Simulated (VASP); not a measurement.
Wanted: the native input for a VASP 6.6.1 run.

| Quantity | Value |
| --- | --- |
| Task | relaxation of cell and atoms |
| Functional | PBE |
| Potentials or basis | VASP PAW PBE potentials, release 64 (Sc_sv, Sn_d, Se) |
| Cutoff | 600 eV |
| k mesh | 4 × 4 × 4 |
| Occupations | gaussian, width 0.15 eV |
| Spin | no spin polarisation |
| Dipole correction | no |
| Further INCAR settings | ALGO = Normal; EDIFF = 1e-06; IBRION = 2; EDIFFG = -0.08; NSW = 36; ISIF = 3 |

The structure of Sc2SnSe5 lies in POSCAR:

```
Sc2SnSe5
1.0
   -2.3909355200      2.3909355200      8.5680086500
    2.3909355200     -2.3909355200      8.5680086500
    2.3909355200      2.3909355200     -8.5680086500
Sc Sn Se
2 1 5
Direct
    0.2465661300      0.2465661300      0.0000000000
    0.7534338700      0.7534338700      0.0000000000
    0.5000000000      0.5000000000      0.0000000000
    0.6459534000      0.1459534000      0.5000000000
    0.3540466000      0.8540466000      0.5000000000
    0.1459534000      0.6459534000      0.5000000000
    0.8540466000      0.3540466000      0.5000000000
    0.0000000000      0.0000000000      0.0000000000
```

The cell was generated, and may not be a known phase.

The input as run:

INCAR

```
SYSTEM = Sc2SnSe5
PREC = Accurate
ENCUT = 600
EDIFF = 1E-6
ISMEAR = 0
SIGMA = 0.15
LREAL = .FALSE.
LASPH = .TRUE.
NELM = 100
ALGO = Normal
ISIF = 3
LWAVE = .FALSE.
LCHARG = .FALSE.
GGA = PE
IBRION = 2
NSW = 36
EDIFFG = -0.08
```

KPOINTS

```
Automatic mesh
0
G
  4 4 4
  0 0 0
```

Potentials or basis: VASP PAW PBE potentials, release 64 (Sc_sv, Sn_d, Se).

The run is started by

```bash
$ cat potpaw_PBE.64/Sc_sv/POTCAR potpaw_PBE.64/Sn_d/POTCAR potpaw_PBE.64/Se/POTCAR > POTCAR
$ mpirun -np 1 vasp_std > vasp.out
```

Results of the run:

- Relaxed volume: 22.12 Å³/atom
- Relaxed cell: a = 8.250 Å, b = 8.250 Å, c = 8.250 Å, α = 145.76°, β = 145.76°, γ = 49.21°
- Space group after relaxing (to 0.1 Å): I4/mmm (No. 139)
- Energy gained by relaxing: 145.0 meV/atom
- Ionic steps: 7
- Pressure after relaxing: -0.1 GPa
- Largest force after relaxing: 0.067 eV/Å
- Band gap on the k mesh: zero (bands 33 and 34 overlap by 0.72 eV)

Caveat: spin-orbit coupling is left out, which moves the levels of the heavy elements; the relaxation stopped at a loose force limit of 0.08 eV/Å, so its end isn't a converged minimum.

It took 36 min on 1 thread of AMD EPYC 9R45 96-Core Processor (Zen 5), on a shared host, peak memory 1.1 GiB.
